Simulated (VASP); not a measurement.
## Mo: single point with r2SCAN

Crystal: Mo.

```
Mo
1.0
     2.68080    0.00000    0.00000
    -1.34040    2.36902    0.00000
     0.00000    0.00000    2.55518
Mo
1
Direct
  0.00000 0.00000 0.50000
```

This cell differs from its parent crystal: strain -0.0200 x Voigt [1, 0, 0, 0, 0, 0].

```json
{"Program": "VASP 6.6.1", "Task": "single point", "Functional": "r2SCAN", "Potentials or basis": "VASP PAW PBE potentials, release 64 (Mo_sv)", "Cutoff": "520 eV", "k mesh": "18 × 18 × 18", "Occupations": "gaussian, width 0.15 eV", "Spin": "no spin polarisation"}
```

```json
{
 "Pressure": "6.5 GPa",
 "Band gap on the k mesh": "zero (bands 7 and 8 overlap by 1.85 eV)"
}
```

Stress tensor (GPa, compression positive):
```
 9.18  0.00  0.00
 0.00 10.37  0.00
 0.00  0.00 -0.13
```

Levels at points of the mesh, in eV from the Fermi level:
```
           k point  band 5  band 6  band 7  band 8  band 9  band 10
(0.00, 0.00, 0.00)   -7.31   -4.86   -1.28   -0.78    4.36     4.46
(0.50, 0.00, 0.00)   -5.42   -3.41    0.96    1.10    3.63     4.74
(0.00, 0.50, 0.00)   -5.39   -3.51    0.87    0.99    3.78     4.67
(0.00, 0.00, 0.50)   -4.13   -0.43   -0.25    0.04    0.98     1.13
(0.50, 0.00, 0.50)   -5.75   -3.83   -0.41    5.07    6.21     6.67
(0.00, 0.50, 0.50)   -5.76   -3.84   -0.16    5.01    6.12     6.56
```

It took 10 min on 1 thread of Intel(R) Xeon(R) Platinum 8259CL CPU @ 2.50GHz (Skylake/Cascade Lake), with other jobs on the host, peak memory 0.28 GiB.

Caveat: the cell differs from its parent crystal (strain -0.0200 x Voigt [1, 0, 0, 0, 0, 0]); the cell stands under pressure; the PAW data sets were made with another functional, which shifts forces and pressure a little.
